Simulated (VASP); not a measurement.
Here is a VASP 6.6.1 calculation.

The input INCAR:

```
PREC = Accurate ; ENCUT = 520
EDIFF = 1E-6 ; ISMEAR = 0
SIGMA = 0.1 ; LREAL = False
LASPH = True ; NELM = 100
ALGO = Normal ; ISIF = 2
LWAVE = False ; LCHARG = False
LDIPOL = True ; IDIPOL = 3
DIPOL = 0.5 0.5 0.337 ; GGA = PE
NBANDS = 38
```

The input KPOINTS:

```
Automatic mesh
0
Gamma
  7 7 1
```

POSCAR

```
Ge4N
1.0
    4.0740542166      0.0000000000      0.0000000000
    0.0000000000      4.0740542166      0.0000000000
    0.0000000000      0.0000000000     19.8557568530
Ge N
4 1
Direct
    0.0000000000      0.5000000000      0.2014529101
    0.0000000000      0.0000000000      0.2739958855
    0.5000000000      0.0000000000      0.3493666166
    0.5000000000      0.5000000000      0.4208228835
    0.6250000000      1.0000000000      0.4407798395
```

Potentials or basis: VASP PAW PBE potentials, release 64 (Ge_d, N).

The run is started by

```sh
$ cat potpaw_PBE.64/Ge_d/POTCAR potpaw_PBE.64/N/POTCAR > POTCAR
$ mpirun -np 1 vasp_std > vasp.out
```

(1) What does it give for the largest force?

(2) Predict the band gap on the k mesh.

Answers

(1) 2.193 eV/Å.

(2) zero (an odd number of electrons rules out a gap without spin polarisation).

Caveat: an odd number of electrons without spin polarisation forces a metal; a magnetic or distorted state may lie lower.
